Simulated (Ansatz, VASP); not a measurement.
## Two plane-wave programs on MgH2

```
Mg H
1.0
     3.27232    0.00000    0.00000
     0.00000    3.27232    0.00000
     0.00000    0.00000    2.67779
Mg H
1 2
Direct
  0.00000 0.00000 0.00000
  0.50000 0.00000 0.50000
  0.00000 0.50000 0.50000
```

Change from the starting cell: ordered vacancies on the cation sites of caesium chloride (P4/mmm, No. 123).

Alike in both runs: task relaxation of cell and atoms; functional PBE; k mesh 14 × 14 × 18; occupations gaussian, width 0.1 eV; no spin polarisation.

|  | VASP | Ansatz |
| --- | --- | --- |
| version | VASP 6.6.1 | Ansatz 0.2.0 |
| potentials or method | VASP PAW PBE potentials, release 64 (Mg, H), cutoff 600 eV | scalar-relativistic, plane waves, PAW |
| valence electrons in the cell | 4 | 12 |

```tsv
	VASP	Ansatz	Ansatz less VASP
gap on the k mesh at the Fermi level, each at its own relaxed structure (eV)	none	none	-
relaxed volume (Å³/atom)	9.55	9.58	+0.034
relaxed cell length with the largest relative difference (Å)	3.272	3.278	+0.0053
```

A gap of «none» marks a metal or a gap that the smearing closes. VASP's potentials hold 4 valence electrons a cell and Ansatz's 12, so a difference there can come from the potentials and not from the codes.
